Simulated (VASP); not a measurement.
Write the native input for VASP 6.6.1 that does the following.

```
Task                   : single point
Functional             : PBEsol
Potentials or basis    : VASP PAW PBE potentials, release 64 (Mo_sv)
Cutoff                 : 520 eV
k mesh                 : 24 × 24 × 24
Occupations            : gaussian, width 0.15 eV
Spin                   : no spin polarisation
Dipole correction      : no
Further INCAR settings : ALGO = Fast; EDIFF = 1e-06; NBANDS = 13
```

The structure of Mo lies in POSCAR:

```
Mo
1.0
    2.6052186534      0.0000000000      0.0000000000
   -1.3026093267      2.2561855362      0.0000000000
    0.0000000000      0.0000000000      2.3674675216
Mo
1
Direct
    0.0000000000      0.0000000000      0.5000000000
```

This cell differs from its parent crystal: strain -0.050 along x and y, -0.050 along z.

These files were run (other wordings do the same):

INCAR

```
SYSTEM = Mo
  PREC = Accurate
  ENCUT = 520
  EDIFF = 1E-6
  ISMEAR = 0
  SIGMA = 0.15
  LREAL = .FALSE.
  LASPH = .TRUE.
  NELM = 60
  ALGO = Fast
  ISIF = 2
  LWAVE = .FALSE.
  LCHARG = .FALSE.
  GGA = PS
  NBANDS = 13
```

KPOINTS

```
Automatic mesh
0
G
  24 24 24
  0 0 0
```

Potentials or basis: VASP PAW PBE potentials, release 64 (Mo_sv).

Launch:

```console
$ cat potpaw_PBE.64/Mo_sv/POTCAR > POTCAR
$ mpirun -np 1 vasp_std > vasp.out
```

Results of the run:

| Property | Result |
| --- | --- |
| Pressure | 49.2 GPa |
| Band gap on the k mesh | zero (band 7 reaches 15.74 eV, above the bottom of band 8 at 12.93 eV) |

Caveat: the cell differs from its parent crystal (strain -0.050 along x and y, -0.050 along z); the PAW data sets were made with another functional, which shifts forces and pressure a little.

Run time: 40 s on 1 thread of Intel(R) Xeon(R) 6975P-C (Granite Rapids), with other jobs on the host, peak memory 0.24 GiB.
